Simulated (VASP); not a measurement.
# SnTe (Fm-3m) in VASP: notebook

Aim: see how the results for SnTe move with the level of theory and the settings. Levels: r2SCAN, PBE. Tasks: single point.

All numbers are computed with VASP 6.6.1; they aren't measurements. Logs are shortened: lines on timing, memory, paths and dates and some standing lists are left out, and cuts for length are marked.

### Step 1. The cell of the first run

Symmetry: Fm-3m, No. 225, cubic system. The conventional cell has a = 6.251 Å, b = 6.251 Å, c = 6.251 Å, α = 90.00°, β = 90.00°, γ = 90.00°. Within 4.1 Å of Sn (site symmetry m-3m) lie 6 Te at 3.13 Å. Within 4.1 Å of Te (site symmetry m-3m) lie 6 Sn at 3.13 Å.

### Step 2. Single point, r2SCAN, non-collinear spin, zero start, spin-orbit coupling (strain -2.0%)

Contents of POSCAR:

```
SnTe
1.0
    0.0000000000      3.1255437385      3.1255437385
    3.1255437385      0.0000000000      3.1255437385
    3.1255437385      3.1255437385      0.0000000000
Sn Te
1 1
Direct
    0.0000000000      0.0000000000      0.0000000000
    0.5000000000      0.5000000000      0.5000000000
```

Contents of INCAR.step1:

```
SYSTEM = SnTe
PREC = Accurate
ENCUT = 520
ISMEAR = -1
SIGMA = 0.02
LREAL = .False.
LASPH = .True.
NELM = 150
MAGMOM = 0 0 0 0 0 0
LSORBIT = .True.
GGA_COMPAT = .False.
NBANDS = 32
GGA = PE
ALGO = Normal
EDIFF = 1E-4
LWAVE = .True.
LCHARG = .False.
```

Contents of INCAR.step2:

```
SYSTEM = SnTe
PREC = Accurate
ENCUT = 520
EDIFF = 1E-7
ISMEAR = -1
SIGMA = 0.02
LREAL = .False.
LASPH = .True.
NELM = 150
ALGO = Normal
ISIF = 2
LWAVE = .False.
LCHARG = .False.
MAGMOM = 0 0 0 0 0 0
LORBIT = 11
LSORBIT = .True.
GGA_COMPAT = .False.
LORBMOM = .True.
METAGGA = R2SCAN
LMIXTAU = .True.
NBANDS = 32
ISTART = 1
```

Contents of KPOINTS:

```
regular mesh
0
Gamma
  8 8 8
  0 0 0
```

Potentials or basis: VASP PAW PBE potentials, release 64 (Sn_d, Te).

Run with:

```
> cat potpaw_PBE.64/Sn_d/POTCAR potpaw_PBE.64/Te/POTCAR > POTCAR
> cp INCAR.step1 INCAR
> mpirun -np 1 vasp_ncl > vasp.out
> cp INCAR.step2 INCAR
> mpirun -np 1 vasp_ncl > vasp.out
```

OUTCAR:

```text
SYSTEM = SnTe
   PREC = Accurate
   ENCUT = 520
   EDIFF = 1E-7
   ISMEAR = -1
   LREAL = .False.
   LASPH = .True.
   NELM = 150
   ISIF = 2
   LORBIT = 11
   LSORBIT = .True.
   METAGGA = R2SCAN
   ISTART = 1

 ion  position               nearest neighbor table
   1  0.000  0.000  0.000-   2 3.13   2 3.13   2 3.13   2 3.13   2 3.13   2 3.13
   2  0.500  0.500  0.500-   1 3.13   1 3.13   1 3.13   1 3.13   1 3.13   1 3.13

  LATTYP: Found a face centered cubic cell.
 ALAT       =     6.2510874770

  Lattice vectors:

 A1 = (   0.0000000000,   3.1255437385,   3.1255437385)
 A2 = (   3.1255437385,   0.0000000000,   3.1255437385)
 A3 = (   3.1255437385,   3.1255437385,   0.0000000000)

Analysis of symmetry for initial positions (statically):
=====================================================================
 Subroutine PRICEL returns:
 Original cell was already a primitive cell.

 Routine SETGRP: Setting up the symmetry group for a
 face centered cubic supercell.

 Subroutine GETGRP returns: Found 48 space group operations
 (whereof 48 operations were pure point group operations)
 out of a pool of 48 trial point group operations.

The static configuration has the point symmetry O_h .

Analysis of symmetry for dynamics (positions and initial velocities):
=====================================================================
 Subroutine PRICEL returns:
 Original cell was already a primitive cell.

 Routine SETGRP: Setting up the symmetry group for a
 face centered cubic supercell.

 Subroutine GETGRP returns: Found 48 space group operations
 (whereof 48 operations were pure point group operations)
 out of a pool of 48 trial point group operations.

The dynamic configuration has the point symmetry O_h .

Analysis of structural, dynamic, and magnetic symmetry:
=====================================================================
 Subroutine PRICEL returns:
 Original cell was already a primitive cell.

 Routine SETGRP: Setting up the symmetry group for a
 face centered cubic supercell.

 Subroutine GETGRP returns: Found 48 space group operations
 (whereof 48 operations were pure point group operations)
 out of a pool of 48 trial point group operations.

The overall configuration has the point symmetry O_h .

 Subroutine INISYM returns: Found 48 space group operations
 (whereof 48 operations are pure point group operations),
 and found     1 'primitive' translations

----------------------------------------------------------------------------------------

                                     Primitive cell

  volume of cell :      61.0670

  direct lattice vectors                    reciprocal lattice vectors
     0.000000000  3.125543738  3.125543738    -0.159972165  0.159972165  0.159972165
     3.125543738  0.000000000  3.125543738     0.159972165 -0.159972165  0.159972165
     3.125543738  3.125543738  0.000000000     0.159972165  0.159972165 -0.159972165

  length of vectors
     4.420186345  4.420186345  4.420186345     0.277079918  0.277079918  0.277079918

  position of ions in fractional coordinates (direct lattice)
     0.000000000  0.000000000  0.000000000
     0.500000000  0.500000000  0.500000000

  ion indices of the primitive-cell ions
   primitive index   ion index
                 1           1
                 2           2

----------------------------------------------------------------------------------------

 KPOINTS: regular mesh

Automatic generation of k-mesh.
 Grid dimensions read from file:
 generate k-points for:    8    8    8

 Generating k-lattice:

  Cartesian coordinates                     Fractional coordinates (reciprocal lattice)
    -0.019996521  0.019996521  0.019996521     0.125000000  0.000000000  0.000000000
     0.019996521 -0.019996521  0.019996521     0.000000000  0.125000000  0.000000000
     0.019996521  0.019996521 -0.019996521     0.000000000  0.000000000  0.125000000

  Length of vectors
     0.034634990  0.034634990  0.034634990

  Shift w.r.t. Gamma in fractional coordinates (k-lattice)
     0.000000000  0.000000000  0.000000000

 Subroutine IBZKPT returns following result:
 ===========================================

 Found     29 irreducible k-points:

 Following reciprocal coordinates:
            Coordinates               Weight
  0.000000  0.000000  0.000000      1.000000
  0.125000  0.000000  0.000000      8.000000
  0.250000  0.000000  0.000000      8.000000
  0.375000  0.000000  0.000000      8.000000
  0.500000  0.000000  0.000000      4.000000
  0.125000  0.125000  0.000000      6.000000
[... 16 lines left out ...]
  0.500000  0.250000  0.125000     48.000000
 -0.375000  0.250000  0.125000     24.000000
[... 33 lines left out ...]
   EFERMI =   0.00;   METHOD = LEGACY
   ISMEAR =    -1;   SIGMA  =   0.02  broadening in eV -4-tet -1-fermi 0-gaus
   EFERMI_NEDOS =   21; number of points for ismear=-14 and -15
   IALGO  =     38    algorithm
   IMIX   =      4    mixing-type and parameters
     AMIX     =   0.40;   BMIX     =  1.00
     AMIX_MAG =   1.60;   BMIX_MAG =  1.00
  volume/ion in A,a.u.               =      30.53       206.05
  Fermi-wavevector in a.u.,A,eV,Ry     =   1.128451  2.132463 17.325672  1.273401
  Thomas-Fermi vector in A             =   2.265141
   LORBIT       =     11    0 simple, 1 ext, 2 COOP (PROOUT), +10 PAW based schemes
   METAGGA = R2SCAN    functional components
   LHFCALC =     F    Hartree Fock is set to
   AEXX    =    0.0000 exact exchange contribution
   IVDW    =     0    specifies the selected vdW correction
   LEPSILON=     F    determine dielectric tensor
   LRPA    =     F    only Hartree local field effects (RPA)
  energy-cutoff  :      520.00
  volume of cell :       61.07
 maximum number of plane-waves:      3352
 NGX is ok and might be reduce to    36
   NGX = 17   NGY = 17   NGZ = 17

 number of electron      19.9999997 magnetization      -0.0000000     -0.0000000     -0.0000000

 number of electron      19.9999997 magnetization       0.0000000      0.0000000      0.0000000

 number of electron      19.9999997 magnetization       0.0000000      0.0000000     -0.0000000

 number of electron      19.9999997 magnetization      -0.0000000     -0.0000000      0.0000000

 Free energy of the ion-electron system (eV)
  ---------------------------------------------------
  ext. energy  EPLUGINS =         0.00000000
  ---------------------------------------------------
  free energy    TOTEN  =       -50.79342455 eV

  energy without entropy =      -50.79342104  energy(sigma->0) =      -50.79342280

 E-fermi :   7.3679     XC(G=0): -10.1858

 val. band max:        7.2218843276   @ k =   0.5000   0.0000   0.0000
 cond. band min:       7.5142857779   @ k =   0.5000   0.0000   0.0000
 fundamental gap:      0.2924014504
 Fermi energy:         7.3679298974

 k-point     1 :       0.0000    0.0000    0.0000
  band No.  band energies     occupation
      1     -16.0455      1.00000
      2     -16.0455      1.00000
      3     -16.0455      1.00000
      4     -16.0455      1.00000
      5     -15.0080      1.00000
      6     -15.0080      1.00000
[... 829 lines left out ...]
     31      17.1235      0.00000
     32      17.1235      0.00000

 [... further k-points ...]

------------------------ aborting loop because EDIFF is reached ----------------------------------------

  FORCE on cell =-STRESS in cart. coord.  units (eV):
  Direction    XX          YY          ZZ          XY          YZ          ZX
  --------------------------------------------------------------------------------------
  -------------------------------------------------------------------------------------
  Total        1.0770390      1.0770390      1.0770390     -0.0000000      0.0000000     -0.0000000
  in kB       28.2576003     28.2576003     28.2576003     -0.0000000      0.0000000     -0.0000000
  external PRESSURE =      28.2576003 kB  Pullay stress =       0.0000000 kB

 VOLUME and BASIS-vectors are now :
 -----------------------------------------------------------------------------
  energy-cutoff  :      520.00
  volume of cell :       61.07
      direct lattice vectors                 reciprocal lattice vectors
     0.000000000  3.125543738  3.125543738    -0.159972165  0.159972165  0.159972165
     3.125543738  0.000000000  3.125543738     0.159972165 -0.159972165  0.159972165
     3.125543738  3.125543738  0.000000000     0.159972165  0.159972165 -0.159972165

 POSITION                                       TOTAL-FORCE (eV/Angst)
 -----------------------------------------------------------------------------------
      0.00000      0.00000      0.00000         0.000000     -0.000000     -0.000000
      3.12554      3.12554      3.12554         0.000000      0.000000      0.000000
 -----------------------------------------------------------------------------------
    total drift:                               -0.000000      0.000000      0.000000

  FREE ENERGIE OF THE ION-ELECTRON SYSTEM (eV)
  ---------------------------------------------------
  free  energy   TOTEN  =       -50.7934245546 eV

  energy  without entropy=      -50.7934210409  energy(sigma->0) =      -50.79342280

 orbital moment (x)

 # of ion     p       d       tot
 ----------------------------------------
  1         0.000  -0.000  -0.000
  2         0.000   0.000   0.000
 ----------------------------------------
            0.000  -0.000  -0.000

 orbital moment (y)

 # of ion     p       d       tot
 ----------------------------------------
  1         0.000  -0.000  -0.000
  2         0.000  -0.000  -0.000
 ----------------------------------------
            0.000  -0.000  -0.000

 orbital moment (z)

 # of ion     p       d       tot
 ----------------------------------------
  1         0.000  -0.000  -0.000
  2         0.000   0.000   0.000
 ----------------------------------------
            0.000  -0.000  -0.000

 Spin-Orbit-Coupling matrix elements

 Ion:    1  E_soc:     -0.0937959
 l=   1
     0.0000000    -0.0096063    -0.0096063
    -0.0096063     0.0000000    -0.0096063
    -0.0096063    -0.0096063     0.0000000
 l=   2
     0.0000000    -0.0011942     0.0000000    -0.0011942    -0.0048321
    -0.0011942     0.0000000    -0.0036241    -0.0011942    -0.0012080
     0.0000000    -0.0036241     0.0000000    -0.0036241     0.0000000
    -0.0011942    -0.0011942    -0.0036241     0.0000000    -0.0012080
    -0.0048321    -0.0012080     0.0000000    -0.0012080     0.0000000
 l=   3
     0.0000000     0.0000000     0.0000000     0.0000000     0.0000000     0.0000000     0.0000000
     0.0000000     0.0000000     0.0000000     0.0000000     0.0000000     0.0000000     0.0000000
     0.0000000     0.0000000     0.0000000     0.0000000     0.0000000     0.0000000     0.0000000
     0.0000000     0.0000000     0.0000000     0.0000000     0.0000000     0.0000000     0.0000000
     0.0000000     0.0000000     0.0000000     0.0000000     0.0000000     0.0000000     0.0000000
     0.0000000     0.0000000     0.0000000     0.0000000     0.0000000     0.0000000     0.0000000
     0.0000000     0.0000000     0.0000000     0.0000000     0.0000000     0.0000000     0.0000000

 Ion:    2  E_soc:     -0.1874098
 l=   1
     0.0000000    -0.0312343    -0.0312343
    -0.0312343     0.0000000    -0.0312343
    -0.0312343    -0.0312343     0.0000000
 l=   2
     0.0000000    -0.0000138     0.0000000    -0.0000138     0.0000131
    -0.0000138     0.0000000     0.0000098    -0.0000138     0.0000033
     0.0000000     0.0000098     0.0000000     0.0000098     0.0000000
    -0.0000138    -0.0000138     0.0000098     0.0000000     0.0000033
     0.0000131     0.0000033     0.0000000     0.0000033     0.0000000
 l=   3
     0.0000000     0.0000000     0.0000000     0.0000000     0.0000000     0.0000000     0.0000000
     0.0000000     0.0000000     0.0000000     0.0000000     0.0000000     0.0000000     0.0000000
     0.0000000     0.0000000     0.0000000     0.0000000     0.0000000     0.0000000     0.0000000
     0.0000000     0.0000000     0.0000000     0.0000000     0.0000000     0.0000000     0.0000000
     0.0000000     0.0000000     0.0000000     0.0000000     0.0000000     0.0000000     0.0000000
     0.0000000     0.0000000     0.0000000     0.0000000     0.0000000     0.0000000     0.0000000
     0.0000000     0.0000000     0.0000000     0.0000000     0.0000000     0.0000000     0.0000000

 total charge

# of ion       s       p       d       tot
------------------------------------------
    1        1.338   0.784   9.988  12.110
    2        1.385   2.014   0.035   3.434
--------------------------------------------------
tot          2.723   2.798  10.023  15.544

 magnetization (x)

# of ion       s       p       d       tot
------------------------------------------
    1        0.000   0.000   0.000   0.000
    2        0.000   0.000   0.000   0.000
--------------------------------------------------
tot          0.000   0.000   0.000   0.000

 magnetization (y)

# of ion       s       p       d       tot
------------------------------------------
    1        0.000  -0.000   0.000  -0.000
    2       -0.000   0.000   0.000  -0.000
--------------------------------------------------
tot         -0.000  -0.000   0.000  -0.000

 magnetization (z)

# of ion       s       p       d       tot
------------------------------------------
    1        0.000   0.000   0.000   0.000
    2       -0.000   0.000   0.000  -0.000
--------------------------------------------------
tot         -0.000   0.000   0.000  -0.000
```

Wall time 16 min (1 thread of Intel Xeon 8259CL, shared host); peak memory 0.5 GiB.

Results:

```yaml
Free_energy: -50.7934 eV
Pressure: 2.8 GPa
Net_moment: 0.00 μB per cell
Valence_electrons_inside_the_program's_atomic_spheres: Sn 12.11; Te 3.43
```

Moments on the atoms (μB; x, y, z):
```
Sn  0.00 0.00 0.00
Te  0.00 0.00 0.00
```

Caveat: the cell differs from its parent crystal (strain -2.0%); the PAW data sets were made with another functional, which shifts forces and pressure a little.

### Step 3. Single point, PBE (strain -2.0%)

Contents of INCAR:

```
PREC     = Accurate       # precision mode
ENCUT    = 520            # plane-wave cutoff, eV
EDIFF    = 1E-6           # SCF threshold, eV
ISMEAR   = -1             # smearing method
SIGMA    = 0.02           # smearing width, eV
LREAL    = F              # projectors in reciprocal space
LASPH    = T              # aspherical terms in the spheres
NELM     = 100            # most SCF steps
ALGO     = Normal         # electronic algorithm
ISIF     = 2              # what is computed and relaxed
LWAVE    = F              # write WAVECAR
LCHARG   = F              # write CHGCAR
GGA      = PE             # functional
NBANDS   = 17             # bands
```

Contents of KPOINTS:

```
Automatic mesh
0
Gamma
  8 8 8
```

POSCAR is that of step 2.

Potentials or basis: VASP PAW PBE potentials, release 64 (Sn_d, Te).

Run with:

```
> cat potpaw_PBE.64/Sn_d/POTCAR potpaw_PBE.64/Te/POTCAR > POTCAR
> mpirun -np 1 vasp_std > vasp.out
```

It took 31 s on 1 thread of Intel Xeon Platinum 8488C (Sapphire Rapids), shared host; peak memory 0.21 GiB.

It converged, with:

* Free energy: -7.5136 eV
* Pressure: 3.5 GPa
* Band gap on the k mesh: 0.17 eV

Levels at points of the mesh, in eV from the valence-band top:
| k point | band 7 | band 8 | band 9 | band 10 | band 11 | band 12 | band 13 | band 14 |
| --- | --- | --- | --- | --- | --- | --- | --- | --- |
| (0.00, 0.00, 0.00) | -4.58 | -2.21 | -2.21 | -2.21 | 3.41 | 3.41 | 3.41 | 4.71 |
| (0.50, 0.00, 0.00) | -8.47 | -1.86 | -1.86 | 0.00 | 0.17 | 0.33 | 0.33 | 7.85 |
| (0.50, 0.50, 0.00) | -6.49 | -5.75 | -3.86 | -3.86 | 2.08 | 5.05 | 5.05 | 6.58 |

Caveat: the cell differs from its parent crystal (strain -2.0%); the cell stands under pressure; spin-orbit coupling is left out, which moves the levels of the heavy elements. A k mesh can miss the band edges.

### Step 4. Single point, PBE (strain -1.0%)

Contents of INCAR:

```
PREC = Accurate
ENCUT = 520
EDIFF = 1E-6
ISMEAR = -1
SIGMA = 0.02
LREAL = F
LASPH = T
NELM = 80
ALGO = Normal
ISIF = 2
LWAVE = F
LCHARG = T
GGA = PE
LELF = T
LVHAR = T
NBANDS = 17
```

KPOINTS is that of step 3.

Contents of POSCAR:

```
SnTe
1.0
    0.0000000000      3.1574370420      3.1574370420
    3.1574370420      0.0000000000      3.1574370420
    3.1574370420      3.1574370420      0.0000000000
Sn Te
1 1
Direct
    0.0000000000      0.0000000000      0.0000000000
    0.5000000000      0.5000000000      0.5000000000
```

Run with:

```
> cat potpaw_PBE.64/Sn_d/POTCAR potpaw_PBE.64/Te/POTCAR > POTCAR
> mpirun -np 1 vasp_std > vasp.out
```

Run time: 30 s. Hardware: 1 thread of Intel Xeon Platinum 8488C (Sapphire Rapids), shared host; peak memory 0.21 GiB.

It converged, with:

| Item | Value |
| --- | --- |
| Free energy | -7.5463 eV |
| Pressure | 1.9 GPa |
| Band gap on the k mesh | 0.08 eV |

Levels at points of the mesh, in eV from the valence-band top:
```
           k point  band 6  band 7  band 8  band 9  band 10  band 11  band 12  band 13  band 14  band 15
(0.00, 0.00, 0.00)  -12.77   -4.72   -2.14   -2.14    -2.14     3.32     3.32     3.32     4.75     4.75
(0.50, 0.00, 0.00)  -11.51   -8.32   -1.81   -1.81     0.00     0.08     0.36     0.36     7.75     8.73
(0.50, 0.50, 0.00)  -11.21   -6.48   -5.55   -3.73    -3.73     2.18     4.88     4.88     6.33     8.97
```

Caveat: the cell differs from its parent crystal (strain -1.0%); spin-orbit coupling is left out, which moves the levels of the heavy elements.

### Step 5. The runs side by side

```tsv
level	spin	cell	gap on the mesh (eV)	pressure (GPa)
r2SCAN	non-collinear, zero start, SOC	a = 4.420 Å, angles 60.0°, 2 atoms	-	2.8
PBE	off	a = 4.420 Å, angles 60.0°, 2 atoms	0.17	3.5
PBE	off	a = 4.465 Å, angles 60.0°, 2 atoms	0.08	1.9
```

Alike in all rows: task single point; potentials or basis VASP PAW PBE potentials, release 64 (Sn_d, Te); k mesh 8 × 8 × 8; cutoff (eV) 520; smearing fermi-dirac 0.02 eV.

Caveats: spin-orbit coupling is left out, which moves the levels of the heavy elements (at least some runs); the PAW data sets were made with another functional, which shifts forces and pressure a little (at least some runs); the cell stands under pressure (at least some runs).

Absolute energies hang on the potentials; compare differences alone.
